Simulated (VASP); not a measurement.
A run of VASP 6.6.1:

The input POSCAR:

```
Ru
1.0
    2.7023482491      0.0000000000      0.0000000000
   -1.3511741246      2.3403022336      0.0000000000
    0.0000000000      0.0000000000     30.5319310411
Ru
5
Direct
    0.3333333333      0.6666666667      0.3602785551
    0.6666666667      0.3333333333      0.4301392776
    0.3333333333      0.6666666667      0.5000000000
    0.6666666667      0.3333333333      0.5698607224
    0.3333333333      0.6666666667      0.6397214449
```

Contents of INCAR.step1:

```
ALGO = Normal ; DIPOL = 0.5 0.5 0.500
EDIFF = 1E-4 ; ENCUT = 520
GGA = PE ; IDIPOL = 3
ISMEAR = 0 ; LASPH = True
LCHARG = False ; LDIPOL = True
LREAL = False ; LWAVE = True
NBANDS = 43 ; NELM = 60
PREC = Accurate ; SIGMA = 0.1
```

File INCAR.step2:

```
ALGO = Normal ; DIPOL = 0.5 0.5 0.500
EDIFF = 1E-6 ; ENCUT = 520
IDIPOL = 3 ; ISIF = 2
ISMEAR = 0 ; ISTART = 1
LASPH = True ; LCHARG = False
LDIPOL = True ; LMIXTAU = True
LREAL = False ; LWAVE = False
METAGGA = R2SCAN ; NBANDS = 43
NELM = 60 ; PREC = Accurate
SIGMA = 0.1
```

The input KPOINTS:

```
k-points
0
Gamma
  15 15 1
```

Potentials or basis: VASP PAW PBE potentials, release 64 (Ru_pv).

Run with:

```console
$ cat potpaw_PBE.64/Ru_pv/POTCAR > POTCAR
$ cp INCAR.step1 INCAR
$ mpirun -np 1 vasp_std > vasp.out
$ cp INCAR.step2 INCAR
$ mpirun -np 1 vasp_std > vasp.out
```

Hardware: 1 thread of Intel Xeon 8259CL (shared host).

Q: How long does it take, and how much memory?

A: Run time: 36 min on 1 thread of Intel Xeon 8259CL, with other jobs on the host, peak memory 0.42 GiB. Counts: k points 27.
